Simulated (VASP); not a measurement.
# BP (F-43m) in VASP: a series of runs

BP is run at these levels: r2SCAN; tasks: single point.

Everything below comes from runs of VASP 6.6.1. Logs are shortened: lines on timing, memory, paths and dates and some standing lists are left out, and cuts for length are marked.

**1. The cell of the first run**

Symmetry: F-43m, No. 216, cubic system. The conventional cell has a = 4.422 Å, b = 4.422 Å, c = 4.422 Å, α = 90.00°, β = 90.00°, γ = 90.00°. Within 2.5 Å of B (site symmetry -43m) lie 4 P at 1.91 Å. Within 2.5 Å of P (site symmetry -43m) lie 4 B at 1.91 Å.

**2. Single point, r2SCAN**

Contents of POSCAR:

```
BP
1.0
    2.2110775713      2.2110775713      0.0000000000
   -2.2110775713      2.2110775713      0.0000000000
    0.0000000000      2.2110775713      2.2110775713
B P
1 1
Direct
    0.0000000000      0.0000000000      0.0000000000
    0.7500000000      0.2500000000      0.5000000000
```

Contents of INCAR.step1:

```
PREC = Accurate
ENCUT = 520
ISMEAR = 0
SIGMA = 0.01
LREAL = False
LASPH = True
NELM = 80
NBANDS = 11
GGA = PE
ALGO = Normal
EDIFF = 1E-4
LWAVE = True
LCHARG = False
```

Contents of INCAR.step2:

```
PREC = Accurate
ENCUT = 520
EDIFF = 1E-6
ISMEAR = 0
SIGMA = 0.01
LREAL = False
LASPH = True
NELM = 80
ALGO = Normal
ISIF = 2
LWAVE = False
LCHARG = False
METAGGA = R2SCAN
LMIXTAU = True
NBANDS = 11
ISTART = 1
```

Contents of KPOINTS:

```
regular mesh
0
Gamma
  8 8 8
```

Potentials or basis: VASP PAW PBE potentials, release 64 (B, P).

Started as:

```console
> cat potpaw_PBE.64/B/POTCAR potpaw_PBE.64/P/POTCAR > POTCAR
> cp INCAR.step1 INCAR
> mpirun -np 1 vasp_std > vasp.out
> cp INCAR.step2 INCAR
> mpirun -np 1 vasp_std > vasp.out
```

OUTCAR:

```text
PREC = Accurate
   ENCUT = 520
   EDIFF = 1E-6
   ISMEAR = 0
   LREAL = False
   LASPH = True
   NELM = 80
   ISIF = 2
   METAGGA = R2SCAN
   ISTART = 1

 ion  position               nearest neighbor table
   1  0.000  0.000  0.000-   2 1.91   2 1.91   2 1.91   2 1.91
   2  0.750  0.250  0.500-   1 1.91   1 1.91   1 1.91   1 1.91

  LATTYP: Found a face centered cubic cell.
 ALAT       =     4.4221551426

  Lattice vectors:

 A1 = (   0.0000000000,   2.2110775713,   2.2110775713)
 A2 = (   2.2110775713,   0.0000000000,   2.2110775713)
 A3 = (   2.2110775713,   2.2110775713,   0.0000000000)

Analysis of symmetry for initial positions (statically):
=====================================================================
 Subroutine PRICEL returns:
 Original cell was already a primitive cell.

 Routine SETGRP: Setting up the symmetry group for a
 face centered cubic supercell.

 Subroutine GETGRP returns: Found 24 space group operations
 (whereof 24 operations were pure point group operations)
 out of a pool of 48 trial point group operations.

The static configuration has the point symmetry T_d .

Analysis of symmetry for dynamics (positions and initial velocities):
=====================================================================
 Subroutine PRICEL returns:
 Original cell was already a primitive cell.

 Routine SETGRP: Setting up the symmetry group for a
 face centered cubic supercell.

 Subroutine GETGRP returns: Found 24 space group operations
 (whereof 24 operations were pure point group operations)
 out of a pool of 48 trial point group operations.

The dynamic configuration has the point symmetry T_d .

 Subroutine INISYM returns: Found 24 space group operations
 (whereof 24 operations are pure point group operations),
 and found     1 'primitive' translations

----------------------------------------------------------------------------------------

                                     Primitive cell

  volume of cell :      21.6193

  direct lattice vectors                    reciprocal lattice vectors
     2.211077571  2.211077571  0.000000000     0.226134083  0.226134083 -0.226134083
    -2.211077571  2.211077571  0.000000000    -0.226134083  0.226134083 -0.226134083
     0.000000000  2.211077571  2.211077571     0.000000000  0.000000000  0.452268167

  length of vectors
     3.126935889  3.126935889  3.126935889     0.391675722  0.391675722  0.452268167

  position of ions in fractional coordinates (direct lattice)
     0.000000000  0.000000000  0.000000000
[... 86 lines left out ...]
   POTIM  = 0.5000    time-step for ionic-motion
   TEBEG  =    0.0;   TEEND  =   0.0 temperature during run
   PSTRESS=    0.0 pullay stress
   NELECT =       8.0000    total number of electrons
   NUPDOWN=      -1.0000    fix difference up-down
   EMIN   =  10.00;   EMAX   =-10.00  energy-range for DOS
   EFERMI =   0.00;   METHOD = LEGACY
   ISMEAR =     0;   SIGMA  =   0.01  broadening in eV -4-tet -1-fermi 0-gaus
   EFERMI_NEDOS =   21; number of points for ismear=-14 and -15
   IALGO  =     38    algorithm
   IMIX   =      4    mixing-type and parameters
     AMIX     =   0.40;   BMIX     =  1.00
     AMIX_MAG =   1.60;   BMIX_MAG =  1.00
  volume/ion in A,a.u.               =      10.81        72.95
  Fermi-wavevector in a.u.,A,eV,Ry     =   1.175324  2.221040 18.794897  1.381386
  Thomas-Fermi vector in A             =   2.311706
   LORBIT       =      0    0 simple, 1 ext, 2 COOP (PROOUT), +10 PAW based schemes
   METAGGA = R2SCAN    functional components
   LHFCALC =     F    Hartree Fock is set to
   AEXX    =    0.0000 exact exchange contribution
   IVDW    =     0    specifies the selected vdW correction
   LEPSILON=     F    determine dielectric tensor
   LRPA    =     F    only Hartree local field effects (RPA)
 non-spin polarized calculation
 Gauss-broadening in eV      SIGMA  =   0.01
  energy-cutoff  :      520.00
  volume of cell :       21.62
 maximum number of plane-waves:       604
   NGX = 11   NGY = 11   NGZ = 11

 number of electron       8.0000000 magnetization

 Free energy of the ion-electron system (eV)
  ---------------------------------------------------
  ext. energy  EPLUGINS =         0.00000000
  ---------------------------------------------------
  free energy    TOTEN  =       -17.23838311 eV

  energy without entropy =      -17.23838311  energy(sigma->0) =      -17.23838311

 E-fermi :   8.4243     XC(G=0): -11.8555

 val. band max:        8.3380259968   @ k =   0.0000   0.0000   0.0000
 cond. band min:       9.7177320557   @ k =   0.5000   0.5000   0.0000
 fundamental gap:      1.3797060589
 Fermi energy:         8.4242799405

 k-point     1 :       0.0000    0.0000    0.0000
  band No.  band energies     occupation
      1      -8.6549      2.00000
      2       8.3380      2.00000
      3       8.3380      2.00000
      4       8.3380      2.00000
      5      12.1093      0.00000
      6      12.1093      0.00000
      7      12.1093      0.00000
      8      17.6207      0.00000
      9      21.2101      0.00000
     10      21.2101      0.00000
     11      21.3641      0.00000
[... 309 lines left out ...]
 k-point    24 :       0.5000    0.2500    0.1250
  band No.  band energies     occupation
      1      -4.0938      2.00000
      2      -1.0837      2.00000
      3       3.3226      2.00000
      4       4.8182      2.00000
      5      12.8993      0.00000
      6      14.1809      0.00000
      7      17.7569      0.00000
      8      19.3562      0.00000
      9      19.8457      0.00000
     10      24.2077      0.00000
     11      26.8398      0.00000

 [... further k-points ...]

------------------------ aborting loop because EDIFF is reached ----------------------------------------

  FORCE on cell =-STRESS in cart. coord.  units (eV):
  Direction    XX          YY          ZZ          XY          YZ          ZX
  --------------------------------------------------------------------------------------
  -------------------------------------------------------------------------------------
  Total        1.9425124      1.9425124      1.9425124      0.0000000      0.0000000      0.0000000
  in kB      143.9568852    143.9568852    143.9568852      0.0000000      0.0000000      0.0000000
  external PRESSURE =     143.9568852 kB  Pullay stress =       0.0000000 kB

 VOLUME and BASIS-vectors are now :
 -----------------------------------------------------------------------------
  energy-cutoff  :      520.00
  volume of cell :       21.62
      direct lattice vectors                 reciprocal lattice vectors
     2.211077571  2.211077571  0.000000000     0.226134083  0.226134083 -0.226134083
    -2.211077571  2.211077571  0.000000000    -0.226134083  0.226134083 -0.226134083
     0.000000000  2.211077571  2.211077571     0.000000000  0.000000000  0.452268167

 POSITION                                       TOTAL-FORCE (eV/Angst)
 -----------------------------------------------------------------------------------
      0.00000      0.00000      0.00000        -0.000000     -0.000000      0.000000
      1.10554      3.31662      1.10554         0.000000      0.000000      0.000000
 -----------------------------------------------------------------------------------
    total drift:                                0.000000      0.000000     -0.000000

  FREE ENERGIE OF THE ION-ELECTRON SYSTEM (eV)
  ---------------------------------------------------
  free  energy   TOTEN  =       -17.2383831053 eV

  energy  without entropy=      -17.2383831053  energy(sigma->0) =      -17.23838311
```

OSZICAR.step1:

```text
N       E                     dE             d eps       ncg     rms          rms(c)
DAV:   1     0.939701859036E+01    0.93970E+01   -0.41134E+03   638   0.660E+02
DAV:   2    -0.131596085723E+02   -0.22557E+02   -0.21285E+02   856   0.114E+02
DAV:   3    -0.137248277240E+02   -0.56522E+00   -0.56359E+00   797   0.154E+01
DAV:   4    -0.137269403619E+02   -0.21126E-02   -0.21125E-02   737   0.108E+00
DAV:   5    -0.137269493573E+02   -0.89954E-05   -0.89954E-05   783   0.723E-02    0.806E+00
DAV:   6    -0.129671042017E+02    0.75985E+00   -0.16104E+00   722   0.575E+00    0.433E+00
DAV:   7    -0.128499305155E+02    0.11717E+00   -0.31738E-01   794   0.282E+00    0.143E+00
DAV:   8    -0.128413344587E+02    0.85961E-02   -0.29612E-02   756   0.101E+00    0.218E-01
DAV:   9    -0.128416441405E+02   -0.30968E-03   -0.69762E-04   722   0.185E-01    0.149E-01
DAV:  10    -0.128418308268E+02   -0.18669E-03   -0.23011E-04   723   0.966E-02    0.301E-02
DAV:  11    -0.128418413434E+02   -0.10517E-04   -0.11927E-05   349   0.228E-02
   1 F= -.12841841E+02 E0= -.12841841E+02  d E =-.117898E-32
```

Run time: 17 s. Hardware: 1 thread of AMD EPYC 9R45 (Zen 5), shared host; peak memory 0.11 GiB.

What came out:

```
Free energy            : -17.2384 eV
Pressure               : 14.4 GPa
Band gap on the k mesh : 1.38 eV, indirect (least direct gap 3.77 eV)
```

Caveat: the PAW data sets were made with another functional, which shifts forces and pressure a little. r2SCAN opens gaps a little over a GGA but as a rule still falls short of measured ones.

**3. Single point, r2SCAN**

POSCAR is that of step 2.

Contents of INCAR.step1:

```
SYSTEM = BP
PREC = Accurate ; ENCUT = 520
ISMEAR = 0 ; SIGMA = 0.01
LREAL = .FALSE. ; LASPH = .TRUE.
NELM = 100 ; NBANDS = 11
GGA = PE ; ALGO = Normal
EDIFF = 1E-4 ; LWAVE = .TRUE.
LCHARG = .FALSE.
```

Contents of INCAR.step2:

```
SYSTEM = BP
PREC = Accurate ; ENCUT = 520
EDIFF = 1E-6 ; ISMEAR = 0
SIGMA = 0.01 ; LREAL = .FALSE.
LASPH = .TRUE. ; NELM = 100
ALGO = Normal ; ISIF = 2
LWAVE = .FALSE. ; LCHARG = .FALSE.
METAGGA = R2SCAN ; LMIXTAU = .TRUE.
NBANDS = 11 ; ISTART = 1
```

Contents of KPOINTS:

```
Automatic mesh
0
G
  8 8 8
  0 0 0
```

Potentials or basis: VASP PAW PBE potentials, release 64 (B, P).

Started as:

```console
> cat potpaw_PBE.64/B/POTCAR potpaw_PBE.64/P/POTCAR > POTCAR
> cp INCAR.step1 INCAR
> mpirun -np 1 vasp_std > vasp.out
> cp INCAR.step2 INCAR
> mpirun -np 1 vasp_std > vasp.out
```

Run time: 17 s. Hardware: 1 thread of AMD EPYC 9R45 (Zen 5), shared host; peak memory 0.11 GiB.

It converged, with:

```yaml
Free_energy: -17.2384 eV
Pressure: 14.4 GPa
Band_gap_on_the_k_mesh: 1.38 eV, indirect (least direct gap 3.77 eV)
```

Levels at points of the mesh, in eV from the valence-band top:
```tsv
k point	band 1	band 2	band 3	band 4	band 5	band 6	band 7	band 8
(0.00, 0.00, 0.00)	-16.99	0.00	0.00	0.00	3.77	3.77	3.77	9.28
(0.50, 0.00, 0.00)	-13.19	-10.09	-1.96	-1.96	4.64	5.08	5.08	11.21
(0.50, 0.50, 0.00)	-11.40	-9.55	-4.64	-4.64	1.38	1.84	13.84	13.84
```

Caveat: the PAW data sets were made with another functional, which shifts forces and pressure a little. A k mesh can miss the band edges.

**4. Single point, r2SCAN**

This run uses another cell than the first one, of 11.41 Å³/atom, 1.055 times its volume.

Contents of POSCAR:

```
BP
1.0
    2.2511061071      2.2511061071      0.0000000000
   -2.2511061071      2.2511061071      0.0000000000
    0.0000000000      2.2511061071      2.2511061071
B P
1 1
Direct
    0.0000000000      0.0000000000      0.0000000000
    0.7500000000      0.2500000000      0.5000000000
```

Contents of INCAR.step1:

```
SYSTEM = BP
ALGO = Normal
EDIFF = 1E-4
ENCUT = 520
GGA = PE
ISMEAR = 0
LASPH = .TRUE.
LCHARG = .FALSE.
LREAL = .FALSE.
LWAVE = .TRUE.
NBANDS = 11
NELM = 80
PREC = Accurate
SIGMA = 0.01
```

Contents of INCAR.step2:

```
SYSTEM = BP
ALGO = Normal
EDIFF = 1E-6
ENCUT = 520
ISIF = 2
ISMEAR = 0
ISTART = 1
LASPH = .TRUE.
LCHARG = .TRUE.
LELF = .TRUE.
LMIXTAU = .TRUE.
LREAL = .FALSE.
LVHAR = .TRUE.
LWAVE = .FALSE.
METAGGA = R2SCAN
NBANDS = 11
NELM = 80
PREC = Accurate
SIGMA = 0.01
```

Contents of KPOINTS:

```
k-points
0
G
  8 8 8
  0 0 0
```

Potentials or basis: VASP PAW PBE potentials, release 64 (B, P).

Started as:

```console
> cat potpaw_PBE.64/B/POTCAR potpaw_PBE.64/P/POTCAR > POTCAR
> cp INCAR.step1 INCAR
> mpirun -np 1 vasp_std > vasp.out
> cp INCAR.step2 INCAR
> mpirun -np 1 vasp_std > vasp.out
```

OUTCAR:

```text
SYSTEM = BP
   EDIFF = 1E-6
   ENCUT = 520
   ISIF = 2
   ISMEAR = 0
   ISTART = 1
   LASPH = .TRUE.
   LREAL = .FALSE.
   METAGGA = R2SCAN
   NELM = 80
   PREC = Accurate

 ion  position               nearest neighbor table
   1  0.000  0.000  0.000-   2 1.95   2 1.95   2 1.95   2 1.95
   2  0.750  0.250  0.500-   1 1.95   1 1.95   1 1.95   1 1.95

  LATTYP: Found a face centered cubic cell.
 ALAT       =     4.5022122142

  Lattice vectors:

 A1 = (   0.0000000000,   2.2511061071,   2.2511061071)
 A2 = (   2.2511061071,   0.0000000000,   2.2511061071)
 A3 = (   2.2511061071,   2.2511061071,   0.0000000000)

Analysis of symmetry for initial positions (statically):
=====================================================================
 Subroutine PRICEL returns:
 Original cell was already a primitive cell.

 Routine SETGRP: Setting up the symmetry group for a
 face centered cubic supercell.

 Subroutine GETGRP returns: Found 24 space group operations
 (whereof 24 operations were pure point group operations)
 out of a pool of 48 trial point group operations.

[... 171 lines left out ...]
      1      -8.8056      2.00000
      2       7.6750      2.00000
      3       7.6750      2.00000
      4       7.6750      2.00000
      5      11.3521      0.00000
      6      11.3521      0.00000
      7      11.3521      0.00000
      8      16.0697      0.00000
      9      20.2624      0.00000
     10      20.3884      0.00000
     11      20.3884      0.00000
[... 309 lines left out ...]
 k-point    24 :       0.5000    0.2500    0.1250
  band No.  band energies     occupation
      1      -4.5014      2.00000
      2      -1.3875      2.00000
      3       2.8337      2.00000
      4       4.3222      2.00000
      5      12.2368      0.00000
      6      13.3198      0.00000
      7      16.7311      0.00000
      8      18.3395      0.00000
      9      18.8824      0.00000
     10      23.1504      0.00000
     11      25.6857      0.00000

 [... further k-points ...]

------------------------ aborting loop because EDIFF is reached ----------------------------------------

  FORCE on cell =-STRESS in cart. coord.  units (eV):
  Direction    XX          YY          ZZ          XY          YZ          ZX
  --------------------------------------------------------------------------------------
  -------------------------------------------------------------------------------------
  Total        0.5000361      0.5000361      0.5000361      0.0000000      0.0000000     -0.0000000
  in kB       35.1151078     35.1151078     35.1151078      0.0000000      0.0000000     -0.0000000
  external PRESSURE =      35.1151078 kB  Pullay stress =       0.0000000 kB

 VOLUME and BASIS-vectors are now :
 -----------------------------------------------------------------------------
  energy-cutoff  :      520.00
  volume of cell :       22.81
      direct lattice vectors                 reciprocal lattice vectors
     2.251106107  2.251106107  0.000000000     0.222113031  0.222113031 -0.222113031
    -2.251106107  2.251106107  0.000000000    -0.222113031  0.222113031 -0.222113031
     0.000000000  2.251106107  2.251106107     0.000000000  0.000000000  0.444226062

 POSITION                                       TOTAL-FORCE (eV/Angst)
 -----------------------------------------------------------------------------------
      0.00000      0.00000      0.00000         0.000000      0.000000     -0.000000
      1.12555      3.37666      1.12555        -0.000000     -0.000000      0.000000
 -----------------------------------------------------------------------------------
    total drift:                                0.000000      0.000000     -0.000000

  FREE ENERGIE OF THE ION-ELECTRON SYSTEM (eV)
  ---------------------------------------------------
  free  energy   TOTEN  =       -17.3043415307 eV

  energy  without entropy=      -17.3043415307  energy(sigma->0) =      -17.30434153
```

OUTCAR.step1:

```text
SYSTEM = BP
   EDIFF = 1E-4
   ENCUT = 520
   GGA = PE
   ISMEAR = 0
   LASPH = .TRUE.
   LREAL = .FALSE.
[... 556 lines left out ...]
      0.00000      0.00000      0.00000         0.000000     -0.000000      0.000000
      1.12555      3.37666      1.12555        -0.000000      0.000000     -0.000000
 -----------------------------------------------------------------------------------
    total drift:                                0.000000      0.000000     -0.000000

  FREE ENERGIE OF THE ION-ELECTRON SYSTEM (eV)
  ---------------------------------------------------
  free  energy   TOTEN  =       -12.9183225210 eV

  energy  without entropy=      -12.9183225210  energy(sigma->0) =      -12.91832252
```

OSZICAR.step1:

```text
N       E                     dE             d eps       ncg     rms          rms(c)
DAV:   1     0.109369961662E+02    0.10937E+02   -0.41181E+03   638   0.666E+02
DAV:   2    -0.130238432222E+02   -0.23961E+02   -0.22745E+02   872   0.113E+02
DAV:   3    -0.136759082467E+02   -0.65207E+00   -0.65101E+00   810   0.164E+01
DAV:   4    -0.136783013529E+02   -0.23931E-02   -0.23929E-02   712   0.116E+00
DAV:   5    -0.136783134668E+02   -0.12114E-04   -0.12114E-04   787   0.837E-02    0.746E+00
DAV:   6    -0.130243956038E+02    0.65392E+00   -0.14575E+00   719   0.530E+00    0.401E+00
DAV:   7    -0.129258954373E+02    0.98500E-01   -0.25702E-01   791   0.253E+00    0.136E+00
DAV:   8    -0.129178001128E+02    0.80953E-02   -0.27640E-02   730   0.956E-01    0.202E-01
DAV:   9    -0.129181173337E+02   -0.31722E-03   -0.70747E-04   745   0.182E-01    0.133E-01
DAV:  10    -0.129183119074E+02   -0.19457E-03   -0.24413E-04   708   0.984E-02    0.289E-02
DAV:  11    -0.129183225210E+02   -0.10614E-04   -0.11417E-05   376   0.225E-02
   1 F= -.12918323E+02 E0= -.12918323E+02  d E =-.131715E-34
```

Wall time 17 s (1 thread of AMD EPYC 9R45 (Zen 5), shared host); peak memory 0.11 GiB.

What came out:

- Free energy: -17.3043 eV
- Pressure: 3.5 GPa
- Band gap on the k mesh: 1.45 eV, indirect (least direct gap 3.68 eV)

Levels at points of the mesh, in eV from the valence-band top:
```csv
k point,band 2,band 3,band 4,band 5,band 6,band 7
"(0.00, 0.00, 0.00)",0.00,0.00,0.00,3.68,3.68,3.68
"(0.50, 0.00, 0.00)",-9.68,-1.89,-1.89,4.29,5.04,5.04
"(0.50, 0.50, 0.00)",-9.26,-4.43,-4.43,1.49,1.89,13.30
```

Caveat: the PAW data sets were made with another functional, which shifts forces and pressure a little.
